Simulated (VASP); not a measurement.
# HOs in VASP: a series of runs

HOs is run at these levels: PBE; tasks: single point.

All numbers are computed with VASP 6.6.1; they aren't measurements. Logs are shortened: lines on timing, memory, paths and dates and some standing lists are left out, and cuts for length are marked.

## Step 1: The cell of the first run

The typed cell holds 2 atoms: a = 2.859 Å, b = 2.859 Å, c = 2.859 Å, α = 60.00°, β = 59.99°, γ = 60.00°.

## Step 2: Single point, PBE

INCAR

```
PREC = Accurate ; ENCUT = 520
EDIFF = 1E-6 ; ISMEAR = 0
SIGMA = 0.1 ; LREAL = False
LASPH = True ; NELM = 60
ALGO = Normal ; ISIF = 2
LWAVE = False ; LCHARG = False
GGA = PE ; NBANDS = 12
```

KPOINTS

```
Automatic mesh
0
Gamma
  6 6 6
```

POSCAR

```
HOs
1.0
    0.0000000000      2.0221107203      2.0217571058
    2.0216365393      0.0000000000      2.0217571058
    2.0216365393      2.0221107203      0.0000000000
H Os
1 1
Direct
    0.0000000000      0.0000000000      0.0000000000
    0.5000000000      0.5000000000      0.5000000000
```

Potentials or basis: VASP PAW PBE potentials, release 64 (H, Os).

Started as:

```console
$ cat potpaw_PBE.64/H/POTCAR potpaw_PBE.64/Os/POTCAR > POTCAR
$ mpirun -np 1 vasp_std > vasp.out
```

OUTCAR:

```text
PREC = Accurate
   ENCUT = 520
   EDIFF = 1E-6
   ISMEAR = 0
   LREAL = False
   LASPH = True
   NELM = 60
   ISIF = 2
   GGA = PE

 ion  position               nearest neighbor table
   1  0.000  0.000  0.000-   2 2.02   2 2.02   2 2.02   2 2.02   2 2.02   2 2.02
   2  0.500  0.500  0.500-   1 2.02   1 2.02   1 2.02   1 2.02   1 2.02   1 2.02

  LATTYP: Found a face centered orthorhombic cell.
 ALAT       =     4.0432730786
 B/A-ratio  =     1.0000596381
 C/A-ratio  =     1.0002345530

  Lattice vectors:

 A1 = (   0.0000000000,   2.0221107203,  -2.0217571058)
 A2 = (   2.0216365393,   2.0221107203,   0.0000000000)
 A3 = (   2.0216365393,   0.0000000000,  -2.0217571058)

Analysis of symmetry for initial positions (statically):
=====================================================================
 Subroutine PRICEL returns:
 Original cell was already a primitive cell.

 Routine SETGRP: Setting up the symmetry group for a
 face centered orthorhombic supercell.

 Subroutine GETGRP returns: Found  8 space group operations
 (whereof  8 operations were pure point group operations)
 out of a pool of  8 trial point group operations.

The static configuration has the point symmetry D_2h.

Analysis of symmetry for dynamics (positions and initial velocities):
=====================================================================
 Subroutine PRICEL returns:
 Original cell was already a primitive cell.

 Routine SETGRP: Setting up the symmetry group for a
 face centered orthorhombic supercell.

 Subroutine GETGRP returns: Found  8 space group operations
 (whereof  8 operations were pure point group operations)
 out of a pool of  8 trial point group operations.

The dynamic configuration has the point symmetry D_2h.

 Subroutine INISYM returns: Found  8 space group operations
 (whereof  8 operations are pure point group operations),
 and found     1 'primitive' translations

----------------------------------------------------------------------------------------

                                     Primitive cell

  volume of cell :      16.5298

  direct lattice vectors                    reciprocal lattice vectors
     0.000000000  2.022110720  2.021757106    -0.247324378  0.247266381  0.247309629
     2.021636539  0.000000000  2.021757106     0.247324378 -0.247266381  0.247309629
     2.021636539  2.022110720  0.000000000     0.247324378  0.247266381 -0.247309629

  length of vectors
     2.859446373  2.859111067  2.859361128     0.428336391  0.428336391  0.428336391

  position of ions in fractional coordinates (direct lattice)
     0.000000000  0.000000000  0.000000000
     0.500000000  0.500000000  0.500000000

  ion indices of the primitive-cell ions
   primitive index   ion index
                 1           1
                 2           2

----------------------------------------------------------------------------------------

 KPOINTS: Automatic mesh

Automatic generation of k-mesh.
 Grid dimensions read from file:
 generate k-points for:    6    6    6

 Generating k-lattice:

  Cartesian coordinates                     Fractional coordinates (reciprocal lattice)
    -0.041220730  0.041211064  0.041218272     0.166666667  0.000000000  0.000000000
     0.041220730 -0.041211064  0.041218272     0.000000000  0.166666667 -0.000000000
     0.041220730  0.041211064 -0.041218272    -0.000000000 -0.000000000  0.166666667

  Length of vectors
     0.071389399  0.071389399  0.071389399

  Shift w.r.t. Gamma in fractional coordinates (k-lattice)
     0.000000000  0.000000000  0.000000000

 Subroutine IBZKPT returns following result:
 ===========================================

 Found     46 irreducible k-points:

 Following reciprocal coordinates:
            Coordinates               Weight
  0.000000  0.000000  0.000000      1.000000
  0.166667  0.000000  0.000000      8.000000
  0.333333  0.000000  0.000000      8.000000
  0.500000 -0.000000  0.000000      4.000000
  0.166667  0.166667  0.000000      2.000000
  0.333333  0.166667  0.000000      8.000000
[... 16 lines left out ...]
 -0.166667  0.166667  0.166667      8.000000
  0.500000  0.333333  0.166667      4.000000
 [... further k-points ...]
   k-points           NKPTS =     46   k-points in BZ     NKDIM =     46   number of bands    NBANDS=     12
   number of dos      NEDOS =    301   number of ions     NIONS =      2
   total plane-waves  NPLWV =  13824
   dimension x,y,z NGX =    24 NGY =   24 NGZ =   24
   dimension x,y,z NGXF=    48 NGYF=   48 NGZF=   48
   ions per type =               1   1
   NGX,Y,Z   is equivalent  to a cutoff of  13.95, 13.96, 13.95 a.u.
   NGXF,Y,Z  is equivalent  to a cutoff of  27.91, 27.91, 27.91 a.u.
 SYSTEM =  unknown system
   PREC   = accura    normal or accurate (medium, high low for compatibility)
   ISTART =      0    job   : 0-new  1-cont  2-samecut
   ICHARG =      2    charge: 1-file 2-atom 10-const
   ISPIN  =      1    spin polarized calculation?
   LNONCOLLINEAR =      F non collinear calculations
   LSORBIT =      F    spin-orbit coupling
   LASPH  =      T    aspherical Exc in radial PAW
   ENCUT  =  520.0 eV  38.22 Ry    6.18 a.u.   5.32  5.32  5.32*2*pi/ulx,y,z
   NELM   =     60;   NELMIN=  2; NELMDL= -5     # of ELM steps
   EDIFF  = 0.1E-05   stopping-criterion for ELM
   LREAL  =      F    real-space projection
   EDIFFG = 0.1E-04   stopping-criterion for IOM
   NSW    =      0    number of steps for IOM
   IBRION =     -1    ionic relax: 0-MD 1-quasi-New 2-CG
   NFREE  =      0    steps in history (QN), initial steepest desc. (CG)
   ISIF   =      2    stress and relaxation
   ISYM   =      2    0-nonsym 1-usesym 2-fastsym
   POTIM  = 0.5000    time-step for ionic-motion
   TEBEG  =    0.0;   TEEND  =   0.0 temperature during run
   PSTRESS=    0.0 pullay stress
   NELECT =       9.0000    total number of electrons
   NUPDOWN=      -1.0000    fix difference up-down
   EMIN   =  10.00;   EMAX   =-10.00  energy-range for DOS
   EFERMI =   0.00;   METHOD = LEGACY
   ISMEAR =     0;   SIGMA  =   0.10  broadening in eV -4-tet -1-fermi 0-gaus
   EFERMI_NEDOS =   21; number of points for ismear=-14 and -15
   IALGO  =     38    algorithm
   IMIX   =      4    mixing-type and parameters
     AMIX     =   0.40;   BMIX     =  1.00
     AMIX_MAG =   1.60;   BMIX_MAG =  1.00
  volume/ion in A,a.u.               =       8.26        55.77
  Fermi-wavevector in a.u.,A,eV,Ry     =   1.336801  2.526187 24.314103  1.787036
  Thomas-Fermi vector in A             =   2.465399
   LORBIT       =      0    0 simple, 1 ext, 2 COOP (PROOUT), +10 PAW based schemes
   GGA     = PE    functional components
   LHFCALC =     F    Hartree Fock is set to
   AEXX    =    0.0000 exact exchange contribution
   IVDW    =     0    specifies the selected vdW correction
   LEPSILON=     F    determine dielectric tensor
   LRPA    =     F    only Hartree local field effects (RPA)
 non-spin polarized calculation
 Gauss-broadening in eV      SIGMA  =   0.10
  energy-cutoff  :      520.00
  volume of cell :       16.53
 maximum number of plane-waves:       459
 NGX is ok and might be reduce to    24
   NGX = 11   NGY = 11   NGZ = 11

 number of electron       9.0000000 magnetization

 Free energy of the ion-electron system (eV)
  ---------------------------------------------------
  ext. energy  EPLUGINS =         0.00000000
  ---------------------------------------------------
  free energy    TOTEN  =       -13.64512740 eV

  energy without entropy =      -13.63717099  energy(sigma->0) =      -13.64114919

 E-fermi :   8.9270     XC(G=0): -13.6672

 val. band max:        8.8728453756   @ k =   0.5000   0.1667   0.3333
 cond. band min:       9.0407442262   @ k =   0.3333   0.0000   0.0000
 fundamental gap:      0.1678988506
 Fermi energy:         8.9269679214

 k-point     1 :       0.0000    0.0000    0.0000
  band No.  band energies     occupation
      1      -4.3531      2.00000
      2       5.8093      2.00000
      3       5.8114      2.00000
      4       5.8121      2.00000
      5       8.1047      2.00000
      6       8.1079      2.00000
      7      18.2473      0.00000
      8      21.9819      0.00000
      9      24.2060      0.00000
     10      24.2100      0.00000
     11      24.2114      0.00000
     12      39.7795      0.00000

 k-point     2 :       0.1667    0.0000    0.0000
  band No.  band energies     occupation
      1      -3.3684      2.00000
      2       5.1726      2.00000
      3       6.1234      2.00000
      4       6.1254      2.00000
      5       7.8935      2.00000
      6       7.8955      2.00000
      7      15.7737      0.00000
      8      23.6328      0.00000
      9      26.0463      0.00000
     10      26.0499      0.00000
     11      27.2013      0.00000
     12      33.7784      0.00000

 k-point     3 :       0.3333    0.0000    0.0000
  band No.  band energies     occupation
      1      -0.9181      2.00000
      2       3.7781      2.00000
      3       5.7111      2.00000
      4       5.7137      2.00000
      5       9.0407      0.10761
      6       9.0411      0.10645
      7      13.9798      0.00000
      8      21.2326      0.00000
      9      28.3865      0.00000
     10      28.3888      0.00000
     11      30.4131      0.00000
     12      31.1197      0.00000
[... 286 lines left out ...]
 k-point    23 :      -0.1667    0.1667    0.1667
  band No.  band energies     occupation
      1      -1.4327      2.00000
      2       3.9896      2.00000
      3       5.2546      2.00000
      4       6.7862      2.00000
      5       8.3351      2.00000
      6       9.4292      0.00000
      7      15.2864      0.00000
      8      22.4293      0.00000
      9      24.2772      0.00000
     10      27.1986      0.00000
     11      29.5555      0.00000
     12      32.2228      0.00000

 k-point    24 :       0.5000    0.3333    0.1667
  band No.  band energies     occupation
      1      -0.4002      2.00000
      2       3.9240      2.00000
      3       4.4188      2.00000
      4       7.5027      2.00000
      5       8.8727      1.55742
      6      11.3017      0.00000
      7      15.4333      0.00000
      8      20.1927      0.00000
      9      20.3347      0.00000
     10      28.0140      0.00000
     11      29.0746      0.00000
     12      33.4448      0.00000

 [... further k-points ...]
[... 5 lines left out ...]
  --------------------------------------------------------------------------------------
  -------------------------------------------------------------------------------------
  Total        0.0944495      0.0845582      0.0919174      0.0000000      0.0000000      0.0000000
  in kB        9.1546836      8.1959550      8.9092571      0.0000000      0.0000000      0.0000000
  external PRESSURE =       8.7532985 kB  Pullay stress =       0.0000000 kB

 VOLUME and BASIS-vectors are now :
 -----------------------------------------------------------------------------
  energy-cutoff  :      520.00
  volume of cell :       16.53
      direct lattice vectors                 reciprocal lattice vectors
     0.000000000  2.022110720  2.021757106    -0.247324378  0.247266381  0.247309629
     2.021636539  0.000000000  2.021757106     0.247324378 -0.247266381  0.247309629
     2.021636539  2.022110720  0.000000000     0.247324378  0.247266381 -0.247309629

 POSITION                                       TOTAL-FORCE (eV/Angst)
 -----------------------------------------------------------------------------------
      0.00000      0.00000      0.00000         0.000000      0.000000     -0.000000
      2.02164      2.02211      2.02176         0.000000      0.000000      0.000000
 -----------------------------------------------------------------------------------
    total drift:                               -0.000000     -0.000000      0.000000

  FREE ENERGIE OF THE ION-ELECTRON SYSTEM (eV)
  ---------------------------------------------------
  free  energy   TOTEN  =       -13.6451273988 eV

  energy  without entropy=      -13.6371709858  energy(sigma->0) =      -13.64114919
```

It took 4.6 s on 1 thread of Intel Xeon 6975P-C (Granite Rapids), shared host; peak memory 0.14 GiB.

What came out:

```yaml
Free_energy: -13.6451 eV
Pressure: 0.9 GPa
```

Caveat: the k points lie up to 0.45 Å⁻¹ apart; spin-orbit coupling is left out, which moves the levels of the heavy elements.

## Step 3: Single point, PBE

INCAR

```
SYSTEM = HOs
PREC     = Accurate       ! precision mode
ENCUT    = 520            ! plane-wave cutoff, eV
EDIFF    = 1E-7           ! SCF threshold, eV
ISMEAR   = 0              ! smearing method
SIGMA    = 0.1            ! smearing width, eV
LREAL    = .False.        ! projectors in reciprocal space
LASPH    = .True.         ! aspherical terms in the spheres
NELM     = 80             ! most SCF steps
ALGO     = Normal         ! electronic algorithm
ISIF     = 2              ! what is computed and relaxed
LWAVE    = .False.        ! write WAVECAR
LCHARG   = .False.        ! write CHGCAR
GGA      = PE             ! functional
NBANDS   = 12             ! bands
```

KPOINTS

```
Automatic mesh
0
Gamma
  24 24 24
  0 0 0
```

POSCAR

```
HOs
1.0
    0.0000000000      2.0207511573      2.0207511573
    2.0207511573      0.0000000000      2.0207511573
    2.0207511573      2.0207511573      0.0000000000
H Os
1 1
Direct
    0.0000000000      0.0000000000      0.0000000000
    0.5000000000      0.5000000000      0.5000000000
```

Potentials or basis: VASP PAW PBE potentials, release 64 (H, Os).

Started as:

```console
$ cat potpaw_PBE.64/H/POTCAR potpaw_PBE.64/Os/POTCAR > POTCAR
$ mpirun -np 1 vasp_std > vasp.out
```

Wall time 28 s (1 thread of Intel Xeon 6975P-C (Granite Rapids), shared host); peak memory 0.21 GiB.

The run converged. Its results:

* Free energy: -13.6894 eV
* Pressure: 0.9 GPa

Levels at points of the mesh, in eV from the Fermi level:
```csv
k point,band 1,band 2,band 3,band 4,band 5,band 6,band 7,band 8
"(0.00, 0.00, 0.00)",-13.49,-3.34,-3.34,-3.34,-1.03,-1.03,9.14,12.84
"(0.50, 0.00, 0.00)",-7.82,-6.91,-3.81,-3.81,0.99,0.99,5.73,7.88
"(0.50, 0.50, 0.00)",-10.76,-6.54,0.10,0.86,1.66,1.66,7.07,8.55
```

Caveat: spin-orbit coupling is left out, which moves the levels of the heavy elements.
